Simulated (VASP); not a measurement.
LiHF2, 4 atoms in the cell. The structure is trigonal, space group R-3m (No. 166). The conventional cell has a = 2.792 Å, b = 2.792 Å, c = 13.647 Å, α = 90.00°, β = 90.00°, γ = 120.00°. Within 2.8 Å of Li (site symmetry -3m) lie 6 F at 2.08 Å and 6 H at 2.79 Å and 6 Li at 2.79 Å. Within 1.3 Å of H (site symmetry -3m) lie 2 F at 0.96 Å. Within 1.3 Å of F (site symmetry 3m) lie 1 H at 0.96 Å.  This cell differs from its parent crystal: strained and its atoms moved.

- Program: VASP 6.6.1
- Task: single point
- Functional: PBEsol
- Potentials or basis: VASP PAW PBE potentials, release 64 (Li_sv, H, F)
- Cutoff: 520 eV
- k mesh: 9 × 9 × 9
- Occupations: gaussian, width 0.02 eV
- Spin: no spin polarisation
- Dipole correction: no
- Further INCAR settings: ALGO = Normal; EDIFF = 1e-07; NBANDS = 17

Potentials or basis: VASP PAW PBE potentials, release 64 (Li_sv, H, F).

Command:

```console
$ cat potpaw_PBE.64/Li_sv/POTCAR potpaw_PBE.64/H/POTCAR potpaw_PBE.64/F/POTCAR > POTCAR
$ mpirun -np 1 vasp_std > vasp.out
```

Hardware: 1 thread of AMD EPYC 7R43 64-Core Processor (Zen 3), with other jobs on the host.

Question: How long does it take, and how much memory?

Answer: It took 110 s on 1 thread of AMD EPYC 7R43 64-Core Processor (Zen 3), on a shared host, peak memory 0.17 GiB. Counts: scf iterations 13, k points 85.
